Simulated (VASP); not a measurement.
Cu2Ni:

```
Cu Ni
1.0
     2.69985    0.00000    0.00000
    -1.34993    2.33814    0.00000
     0.00000    0.00000   10.50132
Cu Ni
4 2
Cartesian
  0.0000 1.5588 6.5896
  1.3499 0.7794 1.3389
  0.0000 1.5588 9.1624
  1.3499 0.7794 3.9117
  0.0000 1.5588 2.6253
  1.3499 0.7794 7.8760
```

* Program: VASP 6.6.1
* Task: relaxation of cell and atoms
* Functional: PBE
* Potentials or basis: VASP PAW PBE potentials, release 64 (Cu, Ni)
* Cutoff: 600 eV
* k mesh: 6 × 6 × 2
* Occupations: gaussian, width 0.1 eV
* Spin: collinear spin, ferromagnetic start
* Starting moments: [0.0, 0.0, 0.0, 0.0, 0.25, 0.25] μB

At the start: pressure 82.0 GPa; volume 11.05 Å³/atom.

Q: How do energy, volume and symmetry change on relaxing?

A: Over 13 steps the energy falls by 1692.1 meV/atom and the volume is 11.51 Å³/atom (+4.2 %); space group P6_3/mmc (No. 194, to 0.05 Å); moment 0.00 μB per cell.

The path:
```csv
step,energy change (eV),largest force (eV/Å),pressure (GPa),volume (Å³)
1,0.0000,9.1195,81.97,66.29
2,-1.8809,0.2446,-18.91,136.40
3,-7.2287,0.8356,-13.83,91.98
4,-7.3549,1.1059,-11.25,89.34
5,-7.4101,1.5576,-6.82,85.84
6,-7.4116,1.4967,-7.44,86.26
7,-8.5040,1.4056,-8.24,80.84
8,-10.0975,0.3862,-1.20,70.12
9,-10.0950,0.1439,6.24,66.74
10,-10.1441,0.1458,1.95,68.47
11,-10.1428,0.0914,2.67,68.12
12,-10.1443,0.1260,-1.47,69.97
13,-10.1526,0.0254,0.30,69.05
```

Final structure:
```
Cu Ni
1.0
     2.51858    0.00000    0.00000
    -1.25929    2.18115    0.00000
     0.00000    0.00000   12.57005
Cu Ni
4 2
Direct
  0.33333 0.66667 0.58528
  0.66667 0.33333 0.08528
  0.33333 0.66667 0.91472
  0.66667 0.33333 0.41472
  0.33333 0.66667 0.25000
  0.66667 0.33333 0.75000
```

Caveat: the k points lie up to 0.48 Å⁻¹ apart in the final cell.
